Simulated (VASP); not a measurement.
Input of a VASP 6.6.1 run:

The input INCAR:

```
ALGO = Normal
EDIFF = 1E-6
EDIFFG = -0.005
ENCUT = 600
GGA = RE
IBRION = 2
ISIF = 3
ISMEAR = -5
IVDW = 12
LASPH = T
LCHARG = F
LREAL = F
LWAVE = F
NELM = 100
NSW = 80
PREC = Accurate
SIGMA = 0.05
```

The input KPOINTS:

```
k-points
0
Gamma
  11 11 11
```

The input POSCAR:

```
TiC
1.0
    0.0000000000      2.1657188437      2.1657188437
    2.1657188437      0.0000000000      2.1657188437
    2.1657188437      2.1657188437      0.0000000000
Ti C
1 1
Direct
    0.0000000000      0.0000000000      0.0000000000
    0.5000000000      0.5000000000      0.5000000000
```

Potentials or basis: VASP PAW PBE potentials, release 64 (Ti_sv, C).

Run with:

```bash
$ cat potpaw_PBE.64/Ti_sv/POTCAR potpaw_PBE.64/C/POTCAR > POTCAR
$ mpirun -np 1 vasp_std > vasp.out
```

Problem. Estimate the relaxed cell.

Solution. a = 3.020 Å, b = 3.020 Å, c = 3.020 Å, α = 60.00°, β = 60.00°, γ = 60.00°.

Problem. Predict the relaxed volume.

Solution. 9.73 Å³/atom.

Problem. Predict the band gap on the k mesh.

Solution. Zero (band 8 reaches 10.73 eV, above the bottom of band 9 at 9.59 eV).

The path:
```csv
step,energy change (eV),largest force (eV/Å),pressure (GPa),volume (Å³)
1,0.0000,0.0000,-10.51,20.32
2,0.0236,0.0000,16.56,18.42
3,-0.0285,0.0000,-0.18,19.48
4,-0.0285,0.0000,-0.01,19.47
```

Caveat: the PAW data sets were made with another functional, which shifts forces and pressure a little; pairwise dispersion overbinds metals, which lowers pressure and volume; tetrahedron occupations give inexact forces and stress in metals.
